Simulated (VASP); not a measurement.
# TaN (P2_1) in VASP: single point with PBE

Aim: the single point of TaN with PBE.

Program: VASP 6.6.1. These are calculated values, not measurements. Logs are shortened: lines on timing, memory, paths and dates and some standing lists are left out, and cuts for length are marked.

**1. The cell of the first run**

It takes space group P2_1 (No. 4, monoclinic). Conventional cell: a = 2.917 Å, b = 5.914 Å, c = 2.917 Å, α = 90.00°, β = 120.00°, γ = 90.00°. Within 2.8 Å of Ta (site symmetry 1) lie 6 N at 2.14 to 2.35 Å. Within 2.8 Å of N (site symmetry 1) lie 6 Ta at 2.14 to 2.35 Å.

**2. Single point, PBE (atoms displaced along several vibrational modes)**

INCAR

```
SYSTEM = TaN
PREC = Accurate ; ENCUT = 520
EDIFF = 1E-7 ; ISMEAR = 0
SIGMA = 0.15 ; LREAL = .False.
LASPH = .True. ; NELM = 60
ALGO = Fast ; ISIF = 2
LWAVE = .False. ; LCHARG = .True.
GGA = PE ; LELF = .True.
LVHAR = .True. ; NBANDS = 24
```

KPOINTS

```
Automatic mesh
0
Gamma
  15 15 8
  0 0 0
```

POSCAR

```
TaN
1.0
    2.9168996769      0.0000000000      0.0000000000
   -1.4584498385      2.5261092205      0.0000000000
    0.0000000000      0.0000000000      5.9142266377
Ta N
2 2
Direct
   -0.0540762605     -0.0395865702      0.0000000000
    0.0540762605      0.0395865702      0.5000000000
    0.3333333333      0.6666666667      0.2500000000
    0.6666666667      0.3333333333      0.7500000000
```

Potentials or basis: VASP PAW PBE potentials, release 64 (Ta_pv, N).

Run with:

```sh
> cat potpaw_PBE.64/Ta_pv/POTCAR potpaw_PBE.64/N/POTCAR > POTCAR
> mpirun -np 1 vasp_std > vasp.out
```

OUTCAR:

```text
SYSTEM = TaN
   PREC = Accurate
   ENCUT = 520
   EDIFF = 1E-7
   ISMEAR = 0
   LREAL = .False.
   LASPH = .True.
   NELM = 60
   ISIF = 2
   GGA = PE

 ion  position               nearest neighbor table
   1  0.946  0.960  0.000-   3 2.14   4 2.17   4 2.22   3 2.27   3 2.32   4 2.35   2 2.97   2 2.97

   2  0.054  0.040  0.500-   4 2.14   3 2.17   3 2.22   4 2.27   4 2.32   3 2.35   1 2.97   1 2.97

   3  0.333  0.667  0.250-   1 2.14   2 2.17   2 2.22   1 2.27   1 2.32   2 2.35
   4  0.667  0.333  0.750-   2 2.14   1 2.17   1 2.22   2 2.27   2 2.32   1 2.35

  LATTYP: Found a hexagonal cell.
 ALAT       =     2.9168996769
 C/A-ratio  =     2.0275728660

  Lattice vectors:

 A1 = (   2.9168996769,   0.0000000000,   0.0000000000)
 A2 = (  -1.4584498385,   2.5261092205,   0.0000000000)
 A3 = (   0.0000000000,   0.0000000000,   5.9142266377)

Analysis of symmetry for initial positions (statically):
=====================================================================
 Subroutine PRICEL returns:
 Original cell was already a primitive cell.

 Routine SETGRP: Setting up the symmetry group for a
 hexagonal supercell.

 Subroutine GETGRP returns: Found  2 space group operations
 (whereof  1 operations were pure point group operations)
 out of a pool of 24 trial point group operations.

The static configuration has the point symmetry C_1 .
 The point group associated with its full space group is C_2 .

Analysis of symmetry for dynamics (positions and initial velocities):
=====================================================================
 Subroutine PRICEL returns:
 Original cell was already a primitive cell.

 Routine SETGRP: Setting up the symmetry group for a
 hexagonal supercell.

 Subroutine GETGRP returns: Found  2 space group operations
 (whereof  1 operations were pure point group operations)
 out of a pool of 24 trial point group operations.

The dynamic configuration has the point symmetry C_1 .
 The point group associated with its full space group is C_2 .

 Subroutine INISYM returns: Found  2 space group operations
 (whereof  1 operations are pure point group operations),
 and found     1 'primitive' translations

----------------------------------------------------------------------------------------

                                     Primitive cell

  volume of cell :      43.5784

  direct lattice vectors                    reciprocal lattice vectors
     2.916899677  0.000000000  0.000000000     0.342829754  0.197932851  0.000000000
    -1.458449838  2.526109220  0.000000000     0.000000000  0.395865702  0.000000000
[... 93 lines left out ...]
   IBRION =     -1    ionic relax: 0-MD 1-quasi-New 2-CG
   NFREE  =      0    steps in history (QN), initial steepest desc. (CG)
   ISIF   =      2    stress and relaxation
   ISYM   =      2    0-nonsym 1-usesym 2-fastsym
   POTIM  = 0.5000    time-step for ionic-motion
   TEBEG  =    0.0;   TEEND  =   0.0 temperature during run
   PSTRESS=    0.0 pullay stress
   NELECT =      32.0000    total number of electrons
   NUPDOWN=      -1.0000    fix difference up-down
   EMIN   =  10.00;   EMAX   =-10.00  energy-range for DOS
   EFERMI =   0.00;   METHOD = LEGACY
   ISMEAR =     0;   SIGMA  =   0.15  broadening in eV -4-tet -1-fermi 0-gaus
   EFERMI_NEDOS =   21; number of points for ismear=-14 and -15
   IALGO  =     68    algorithm
   IMIX   =      4    mixing-type and parameters
     AMIX     =   0.40;   BMIX     =  1.00
     AMIX_MAG =   1.60;   BMIX_MAG =  1.00
  volume/ion in A,a.u.               =      10.89        73.52
  Fermi-wavevector in a.u.,A,eV,Ry     =   1.476956  2.791043 29.679746  2.181400
  Thomas-Fermi vector in A             =   2.591419
   LORBIT       =      0    0 simple, 1 ext, 2 COOP (PROOUT), +10 PAW based schemes
   GGA     = PE    functional components
   LHFCALC =     F    Hartree Fock is set to
   AEXX    =    0.0000 exact exchange contribution
   IVDW    =     0    specifies the selected vdW correction
   LEPSILON=     F    determine dielectric tensor
   LRPA    =     F    only Hartree local field effects (RPA)
 non-spin polarized calculation
 RMM-DIIS sequential band-by-band and
 Gauss-broadening in eV      SIGMA  =   0.15
  energy-cutoff  :      520.00
  volume of cell :       43.58
 maximum number of plane-waves:      1221
 NGX is ok and might be reduce to    24
   NGX = 11   NGY = 11   NGZ = 21

 number of electron      32.0000001 magnetization

 Free energy of the ion-electron system (eV)
  ---------------------------------------------------
  ext. energy  EPLUGINS =         0.00000000
  ---------------------------------------------------
  free energy    TOTEN  =       -43.76780395 eV

  energy without entropy =      -43.75370731  energy(sigma->0) =      -43.76075563

 E-fermi :   8.1824     XC(G=0): -13.2812

 val. band max:        8.1766332031   @ k =   0.0667   0.0667   0.1250
 cond. band min:       8.1846986510   @ k =  -0.0667   0.1333   0.0000
 fundamental gap:      0.0080654479
 Fermi energy:         8.1824195272

 k-point     1 :       0.0000    0.0000    0.0000
  band No.  band energies     occupation
      1     -27.4335      2.00000
      2     -26.7072      2.00000
      3     -26.4363      2.00000
      4     -26.4291      2.00000
      5     -26.3873      2.00000
      6     -26.3727      2.00000
[... 637 lines left out ...]
     23      12.5466      0.00000
     24      13.6894      0.00000

 [... further k-points ...]

------------------------ aborting loop because EDIFF is reached ----------------------------------------

  FORCE on cell =-STRESS in cart. coord.  units (eV):
  Direction    XX          YY          ZZ          XY          YZ          ZX
  --------------------------------------------------------------------------------------
  -------------------------------------------------------------------------------------
  Total        0.7911727      0.7975167      1.5209989      0.2067879      0.0000000      0.0000000
  in kB       29.0877628     29.3210012     55.9200965      7.6026332      0.0000000      0.0000000
  external PRESSURE =      38.1096202 kB  Pullay stress =       0.0000000 kB

 VOLUME and BASIS-vectors are now :
 -----------------------------------------------------------------------------
  energy-cutoff  :      520.00
  volume of cell :       43.58
      direct lattice vectors                 reciprocal lattice vectors
     2.916899677  0.000000000  0.000000000     0.342829754  0.197932851  0.000000000
    -1.458449838  2.526109220  0.000000000     0.000000000  0.395865702  0.000000000
     0.000000000  0.000000000  5.914226638     0.000000000  0.000000000  0.169083815

 POSITION                                       TOTAL-FORCE (eV/Angst)
 -----------------------------------------------------------------------------------
      1.35845      2.42611      0.00000         1.281930      1.283007     -0.019215
      0.10000      0.10000      2.95711        -1.281930     -1.283007     -0.019215
     -0.00000      1.68407      1.47856        -0.105739     -0.000016      0.019215
      1.45845      0.84204      4.43567         0.105739      0.000016      0.019215
 -----------------------------------------------------------------------------------
    total drift:                                0.000000      0.000000     -0.000004

  FREE ENERGIE OF THE ION-ELECTRON SYSTEM (eV)
  ---------------------------------------------------
  free  energy   TOTEN  =       -43.7678039493 eV

  energy  without entropy=      -43.7537073135  energy(sigma->0) =      -43.76075563
```

stdout:

```text
POSCAR found type information on POSCAR TaN
 POSCAR found :  2 types and       4 ions
 scaLAPACK will be used
 LDA part: xc-table for (Slater+PW92), standard interpolation
 POSCAR, INCAR and KPOINTS ok, starting setup
 FFT: planning ... GRIDC
 FFT: planning ... GRID_SOFT
 FFT: planning ... GRID
 WAVECAR not read
 entering main loop
WARNING in EDDRMM: call to ZHEGV failed, returncode =   8  4     23
```

It took 13 min on 1 thread of Oxide Virtual Turin-like, shared host; peak memory 0.54 GiB.

Results:

* Free energy: -43.7678 eV
* Pressure: 3.8 GPa
* Largest force: 1.814 eV/Å
* Band gap on the k mesh: zero (bands 16 and 17 overlap by 0.80 eV)

Forces on the atoms (eV/Å):
```
Ta   1.282  1.283 -0.019
Ta  -1.282 -1.283 -0.019
N   -0.106  0.000  0.019
N    0.106  0.000  0.019
```

Levels at points of the mesh, in eV from the Fermi level:
```
           k point  band 13  band 14  band 15  band 16  band 17  band 18  band 19  band 20
(0.00, 0.00, 0.00)    -3.46    -2.26    -2.20    -0.30    -0.23     0.56     0.66     2.23
(0.00, 0.00, 0.50)    -3.89    -3.89    -0.63    -0.63     0.95     0.95     0.96     0.96
```

Caveat: the cell differs from its parent crystal (atoms displaced along several vibrational modes); the cell stands under pressure; spin-orbit coupling is left out, which moves the levels of the heavy elements; forces of over 1 eV/Å act on the atoms, so gaps and moduli don't describe the material at rest.
